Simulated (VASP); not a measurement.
Input of a VASP 6.6.1 run:

INCAR

```
PREC = Accurate
ENCUT = 500
EDIFF = 1E-6
ISMEAR = 1
SIGMA = 0.1
LREAL = F
LASPH = T
NELM = 120
ALGO = Normal
ISIF = 2
LWAVE = F
LCHARG = F
NBANDS = 10
GGA_COMPAT = F
```

File KPOINTS:

```
Automatic mesh
0
Gamma
  6 6 6
```

Contents of POSCAR:

```
Na
1.0
    2.5962237452      0.0000000000      0.0000000000
    0.0000000000      2.5962237452      0.0000000000
    0.0000000000      0.0000000000      2.5962237452
Na
1
Direct
    0.0000000000      0.0000000000      0.0000000000
```

Potentials or basis: VASP PAW LDA potentials, release 64 (Na_pv).

Command:

```bash
$ cat potpaw_LDA.64/Na_pv/POTCAR > POTCAR
$ mpirun -np 1 vasp_std > vasp.out
```

**Question.** Predict the pressure.

**Answer.** 19.8 GPa.

Caveat: the k points lie up to 0.40 Å⁻¹ apart.
